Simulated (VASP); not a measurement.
# W8C9F3 in VASP: single point with PBE+D3(BJ)

Aim: the single point of W8C9F3 with PBE+D3(BJ).

All numbers are computed with VASP 6.6.1; they aren't measurements. Logs are shortened: lines on timing, memory, paths and dates and some standing lists are left out, and cuts for length are marked.

## Step 1: The cell of the first run

The cell holds a slab with vacuum, 20 atoms: a = 5.785 Å, b = 5.785 Å, c = 15.245 Å, α = 90.00°, β = 90.00°, γ = 120.00°.

## Step 2: Single point, PBE+D3(BJ)

INCAR

```
SYSTEM = W8C9F3
PREC = Accurate
ENCUT = 520
EDIFF = 1E-6
ISMEAR = 0
SIGMA = 0.15
LREAL = Auto
LASPH = .TRUE.
NELM = 80
ALGO = Normal
ISIF = 2
LWAVE = .FALSE.
LCHARG = .FALSE.
GGA = PE
IVDW = 12
NBANDS = 100
```

KPOINTS

```
regular mesh
0
G
  3 3 1
  0 0 0
```

POSCAR

```
W8C9F3
1.0
    5.7846800000      0.0000000000      0.0000000000
   -2.8923400000      5.0096800000      0.0000000000
    0.0000000000      0.0000000000     15.2447900000
W C F
8 9 3
Direct
    0.0000000000      0.0000000000      0.0655962000
    0.0002544489      0.0001292764      0.2529907724
    0.0000000000      0.5000000000      0.0655962000
    0.0000433774      0.5000185325      0.2520390508
    0.5000000000      0.0000000000      0.0655962000
    0.4999337423      0.0001193271      0.2529899330
    0.5000000000      0.5000000000      0.0655962000
    0.4999458801      0.4998121788      0.2529887912
    0.3333524469      0.1666752700      0.1534353790
    0.3333936256      0.1667002158      0.3366759420
    0.3334834209      0.6667326278      0.1519813025
    0.3350693786      0.6675786273      0.3256425707
    0.8332765260      0.1665382832      0.1519821616
    0.8325938323      0.1650167503      0.3256430010
    0.8332909222      0.6667474711      0.1519821047
    0.8325056033      0.6674789875      0.3256429198
    0.3334345385      0.1667372566      0.4359075267
    0.2118713842      0.2961984600      0.4696532093
    0.2040000254     -0.0842785272      0.4696609887
    0.5844749054      0.2883281331      0.4696427071
```

Potentials or basis: VASP PAW PBE potentials, release 64 (W_sv, C, F).

Started as:

```console
$ cat potpaw_PBE.64/W_sv/POTCAR potpaw_PBE.64/C/POTCAR potpaw_PBE.64/F/POTCAR > POTCAR
$ mpirun -np 1 vasp_std > vasp.out
```

OUTCAR:

```text
SYSTEM = W8C9F3
   PREC = Accurate
   ENCUT = 520
   EDIFF = 1E-6
   ISMEAR = 0
   LREAL = Auto
   LASPH = .TRUE.
   NELM = 80
   ISIF = 2
   GGA = PE
   IVDW = 12
 IVDW          = 12

 ion  position               nearest neighbor table
   1  0.000  0.000  0.066-  15 2.13  13 2.13   9 2.14   2 2.86   5 2.89   5 2.89   3 2.89   3 2.89
                             7 2.89   7 2.89
   2  0.000  0.000  0.253-  14 2.00  16 2.00  10 2.10   9 2.26  15 2.27  13 2.27   1 2.86   6 2.89
                             8 2.89   4 2.89   4 2.89   8 2.89   6 2.89
   3  0.000  0.500  0.066-  15 2.13  13 2.13  11 2.13   4 2.84   7 2.89   7 2.89   5 2.89   1 2.89
                             1 2.89   5 2.89
   4  0.000  0.500  0.252-  16 2.02  14 2.02  12 2.02  11 2.26  13 2.26  15 2.26   3 2.84   8 2.89
                             2 2.89   6 2.89   6 2.89   2 2.89   8 2.89
   5  0.500  0.000  0.066-  11 2.13  13 2.13   9 2.14   6 2.86   1 2.89   1 2.89   3 2.89   7 2.89
                             7 2.89   3 2.89
   6  0.500  0.000  0.253-  12 2.00  14 2.00  10 2.10   9 2.26  13 2.27  11 2.27   5 2.86   2 2.89
                             8 2.89   4 2.89   4 2.89   8 2.89   2 2.89
   7  0.500  0.500  0.066-  11 2.13  15 2.13   9 2.14   8 2.86   3 2.89   3 2.89   5 2.89   5 2.89
                             1 2.89   1 2.89
   8  0.500  0.500  0.253-  16 2.00  12 2.00  10 2.10   9 2.26  15 2.27  11 2.27   7 2.86   6 2.89
                             2 2.89   4 2.89   4 2.89   2 2.89   6 2.89
   9  0.333  0.167  0.153-   5 2.14   7 2.14   1 2.14   2 2.26   8 2.26   6 2.26
  10  0.333  0.167  0.337-  17 1.51   8 2.10   6 2.10   2 2.10
  11  0.333  0.667  0.152-   7 2.13   5 2.13   3 2.13   4 2.26   8 2.27   6 2.27
  12  0.335  0.668  0.326-   6 2.00   8 2.00   4 2.02
  13  0.833  0.167  0.152-   1 2.13   5 2.13   3 2.13   4 2.26   6 2.27   2 2.27
  14  0.833  0.165  0.326-   2 2.00   6 2.00   4 2.02
  15  0.833  0.667  0.152-   1 2.13   7 2.13   3 2.13   4 2.26   8 2.27   2 2.27
  16  0.833  0.667  0.326-   8 2.00   2 2.00   4 2.02
  17  0.333  0.167  0.436-  18 1.36  19 1.36  20 1.36  10 1.51
  18  0.212  0.296  0.470-  17 1.36
  19  0.204  0.916  0.470-  17 1.36
  20  0.584  0.288  0.470-  17 1.36

  LATTYP: Found a hexagonal cell.
 ALAT       =     5.7846800000
 C/A-ratio  =     2.6353730889

  Lattice vectors:

 A1 = (   5.7846800000,   0.0000000000,   0.0000000000)
 A2 = (  -2.8923400000,   5.0096800000,   0.0000000000)
 A3 = (   0.0000000000,   0.0000000000,  15.2447900000)

Analysis of symmetry for initial positions (statically):
=====================================================================
 Subroutine PRICEL returns:
 Original cell was already a primitive cell.

 Routine SETGRP: Setting up the symmetry group for a
 hexagonal supercell.

 Subroutine GETGRP returns: Found  1 space group operations
 (whereof  1 operations were pure point group operations)
 out of a pool of 24 trial point group operations.

The static configuration has the point symmetry C_1 .

Analysis of symmetry for dynamics (positions and initial velocities):
=====================================================================
 Subroutine PRICEL returns:
 Original cell was already a primitive cell.

 Routine SETGRP: Setting up the symmetry group for a
 hexagonal supercell.

 Subroutine GETGRP returns: Found  1 space group operations
 (whereof  1 operations were pure point group operations)
 out of a pool of 24 trial point group operations.

The dynamic configuration has the point symmetry C_1 .

 Subroutine INISYM returns: Found  1 space group operations
 (whereof  1 operations are pure point group operations),
 and found     1 'primitive' translations

----------------------------------------------------------------------------------------

                                     Primitive cell

  volume of cell :     441.7848

  direct lattice vectors                    reciprocal lattice vectors
     5.784680000  0.000000000  0.000000000     0.172870409  0.099806774  0.000000000
    -2.892340000  5.009680000  0.000000000     0.000000000  0.199613548  0.000000000
     0.000000000  0.000000000 15.244790000     0.000000000  0.000000000  0.065596181

  length of vectors
     5.784680000  5.784680145 15.244790000     0.199613553  0.199613548  0.065596181

  position of ions in fractional coordinates (direct lattice)
     0.000000000  0.000000000  0.065596200
     0.000254449  0.000129276  0.252990772
     0.000000000  0.500000000  0.065596200
     0.000043377  0.500018533  0.252039051
     0.500000000  0.000000000  0.065596200
     0.499933742  0.000119327  0.252989933
[... 12 lines left out ...]
     0.204000025  0.915721473  0.469660989
     0.584474905  0.288328133  0.469642707

  ion indices of the primitive-cell ions
   primitive index   ion index
                 1           1
                 2           2
                 3           3
                 4           4
                 5           5
                 6           6
[... 12 lines left out ...]
                19          19
                20          20

----------------------------------------------------------------------------------------

 KPOINTS: regular mesh

Automatic generation of k-mesh.
 Grid dimensions read from file:
 generate k-points for:    3    3    1

 Generating k-lattice:

  Cartesian coordinates                     Fractional coordinates (reciprocal lattice)
     0.057623470  0.033268925  0.000000000     0.333333333  0.000000000  0.000000000
     0.000000000  0.066537849  0.000000000     0.000000000  0.333333333  0.000000000
     0.000000000  0.000000000  0.065596181     0.000000000  0.000000000  1.000000000

  Length of vectors
     0.066537851  0.066537849  0.065596181

  Shift w.r.t. Gamma in fractional coordinates (k-lattice)
     0.000000000  0.000000000  0.000000000

 Subroutine IBZKPT returns following result:
 ===========================================

 Found      5 irreducible k-points:

 Following reciprocal coordinates:
            Coordinates               Weight
  0.000000  0.000000  0.000000      1.000000
  0.333333  0.000000  0.000000      2.000000
  0.000000  0.333333  0.000000      2.000000
 -0.333333  0.333333  0.000000      2.000000
  0.333333  0.333333  0.000000      2.000000
   k-points           NKPTS =      5   k-points in BZ     NKDIM =      5   number of bands    NBANDS=    100
   number of dos      NEDOS =    301   number of ions     NIONS =     20
   total plane-waves  NPLWV = 276480
   dimension x,y,z NGX =    48 NGY =   48 NGZ =  120
   dimension x,y,z NGXF=    96 NGYF=   96 NGZF=  240
   ions per type =               8   9   3
   NGX,Y,Z   is equivalent  to a cutoff of  13.79, 13.79, 13.09 a.u.
   NGXF,Y,Z  is equivalent  to a cutoff of  27.59, 27.59, 26.17 a.u.
 SYSTEM =  W8C9F3
   PREC   = accura    normal or accurate (medium, high low for compatibility)
   ISTART =      0    job   : 0-new  1-cont  2-samecut
   ICHARG =      2    charge: 1-file 2-atom 10-const
   ISPIN  =      1    spin polarized calculation?
   LNONCOLLINEAR =      F non collinear calculations
   LSORBIT =      F    spin-orbit coupling
   LASPH  =      T    aspherical Exc in radial PAW
   ENCUT  =  520.0 eV  38.22 Ry    6.18 a.u.  10.76 10.76 28.35*2*pi/ulx,y,z
   NELM   =     80;   NELMIN=  2; NELMDL= -5     # of ELM steps
   EDIFF  = 0.1E-05   stopping-criterion for ELM
   LREAL  =      T    real-space projection
   EDIFFG = 0.1E-04   stopping-criterion for IOM
   NSW    =      0    number of steps for IOM
   IBRION =     -1    ionic relax: 0-MD 1-quasi-New 2-CG
   NFREE  =      0    steps in history (QN), initial steepest desc. (CG)
   ISIF   =      2    stress and relaxation
   ISYM   =      2    0-nonsym 1-usesym 2-fastsym
   POTIM  = 0.5000    time-step for ionic-motion
   TEBEG  =    0.0;   TEEND  =   0.0 temperature during run
   PSTRESS=    0.0 pullay stress
   NELECT =     169.0000    total number of electrons
   NUPDOWN=      -1.0000    fix difference up-down
   EMIN   =  10.00;   EMAX   =-10.00  energy-range for DOS
   EFERMI =   0.00;   METHOD = LEGACY
   ISMEAR =     0;   SIGMA  =   0.15  broadening in eV -4-tet -1-fermi 0-gaus
   EFERMI_NEDOS =   21; number of points for ismear=-14 and -15
   IALGO  =     38    algorithm
   IMIX   =      4    mixing-type and parameters
     AMIX     =   0.40;   BMIX     =  1.00
     AMIX_MAG =   1.60;   BMIX_MAG =  1.00
  volume/ion in A,a.u.               =      22.09       149.07
  Fermi-wavevector in a.u.,A,eV,Ry     =   1.188411  2.245772 19.215803  1.412322
  Thomas-Fermi vector in A             =   2.324541
   LORBIT       =      0    0 simple, 1 ext, 2 COOP (PROOUT), +10 PAW based schemes
   GGA     = PE    functional components
   LHFCALC =     F    Hartree Fock is set to
   AEXX    =    0.0000 exact exchange contribution
   IVDW    =    12    specifies the selected vdW correction
   LEPSILON=     F    determine dielectric tensor
   LRPA    =     F    only Hartree local field effects (RPA)
 non-spin polarized calculation
 Gauss-broadening in eV      SIGMA  =   0.15
  energy-cutoff  :      520.00
  volume of cell :      441.78
 maximum number of plane-waves:     11925
 NGX is ok and might be reduce to    48
   NGX = 21   NGY = 21   NGZ = 57

 number of electron     168.9999995 magnetization

 Free energy of the ion-electron system (eV)
  ---------------------------------------------------
  ext. energy  EPLUGINS =         0.00000000
  ---------------------------------------------------
  free energy    TOTEN  =      -184.96886401 eV

  energy without entropy =     -184.94713635  energy(sigma->0) =     -184.95800018

 E-fermi :   1.0856     XC(G=0):  -7.3077

 val. band max:        0.9388760504   @ k =   0.0000   0.3333   0.0000
 cond. band min:       1.4925539214   @ k =   0.0000   0.0000   0.0000
 fundamental gap:      0.5536778709
 Fermi energy:         1.0855757911

 k-point     1 :       0.0000    0.0000    0.0000
  band No.  band energies     occupation
      1     -72.7215      2.00000
      2     -72.6846      2.00000
      3     -72.6633      2.00000
      4     -72.6633      2.00000
      5     -72.6570      2.00000
      6     -72.6244      2.00000
[... 484 lines left out ...]
     95       3.5870      0.00000
     96       3.7937      0.00000
 [bands above 96 left out]

------------------------ aborting loop because EDIFF is reached ----------------------------------------

 Edisp (eV)   -5.11228

 E8    (eV) :    -2.3572

  FORCE on cell =-STRESS in cart. coord.  units (eV):
  Direction    XX          YY          ZZ          XY          YZ          ZX
  --------------------------------------------------------------------------------------
  -------------------------------------------------------------------------------------
  Total       6.24417     6.24739     0.69805    -0.00318    -0.00646    -0.01111
  in kB      22.64510    22.65678     2.53155    -0.01152    -0.02341    -0.04029
  external pressure =       15.94 kB  Pullay stress =        0.00 kB

 VOLUME and BASIS-vectors are now :
 -----------------------------------------------------------------------------
  energy-cutoff  :      520.00
  volume of cell :      441.78
      direct lattice vectors                 reciprocal lattice vectors
     5.784680000  0.000000000  0.000000000     0.172870409  0.099806774  0.000000000
    -2.892340000  5.009680000  0.000000000     0.000000000  0.199613548  0.000000000
     0.000000000  0.000000000 15.244790000     0.000000000  0.000000000  0.065596181

 POSITION                                       TOTAL-FORCE (eV/Angst)
 -----------------------------------------------------------------------------------
      0.00000      0.00000      1.00000         0.118689      0.067945     -0.003878
      0.00110      0.00065      3.85679         0.017668      0.010399     -0.028563
     -1.44617      2.50484      1.00000         0.000722      0.000245     -0.229828
     -1.44597      2.50493      3.84228        -0.000337     -0.000162     -0.031800
      2.89234      0.00000      1.00000        -0.116869      0.068652     -0.004028
      2.89161      0.00060      3.85678        -0.018778      0.010458     -0.028375
[... 12 lines left out ...]
     -1.46850      4.58747      7.15988        -0.001789     -0.340358      0.142592
      2.54706      1.44443      7.15960         0.295792      0.169161      0.142808
 -----------------------------------------------------------------------------------
    total drift:                                0.002764      0.001845      0.009268

  FREE ENERGIE OF THE ION-ELECTRON SYSTEM (eV)
  ---------------------------------------------------
  free  energy   TOTEN  =      -190.0811442669 eV

  energy  without entropy=     -190.0594166072  energy(sigma->0) =     -190.07028044
```

It took 11 min on 1 thread of Intel Xeon Platinum 8488C (Sapphire Rapids), shared host; peak memory 0.62 GiB.

What came out:

```yaml
Free_energy: -190.0811 eV
Largest_force: 0.418 eV/Å
Band_gap_on_the_k_mesh: zero (an odd number of electrons rules out a gap without spin polarisation)
Dispersion_energy_per_atom: -0.256 eV
```

Forces in eV/Å, atoms in the order of the input:
```
W    0.119  0.068 -0.004
W    0.018  0.010 -0.029
W    0.001  0.000 -0.230
W    0.000  0.000 -0.032
W   -0.117  0.069 -0.004
W   -0.019  0.010 -0.028
W    0.000 -0.136 -0.004
W    0.000 -0.021 -0.028
C    0.000  0.000 -0.011
C    0.000  0.000  0.055
C   -0.001 -0.001  0.007
C   -0.001  0.000  0.095
C    0.000  0.001  0.007
C    0.000 -0.001  0.094
C    0.001 -0.001  0.007
C   -0.001  0.000  0.094
C    0.001  0.000 -0.418
F   -0.294  0.171  0.142
F   -0.002 -0.340  0.143
F    0.296  0.169  0.143
```

Caveat: the k points lie up to 0.42 Å⁻¹ apart, too coarse for converged energies and pressures of a metal; there is no dipole correction, which matters where the two faces differ; spin-orbit coupling is left out, which moves the levels of the heavy elements; an odd number of electrons without spin polarisation forces a metal; a magnetic or distorted state may lie lower.

The gap in the log of VASP goes by the Fermi energy; the results here count the filled bands.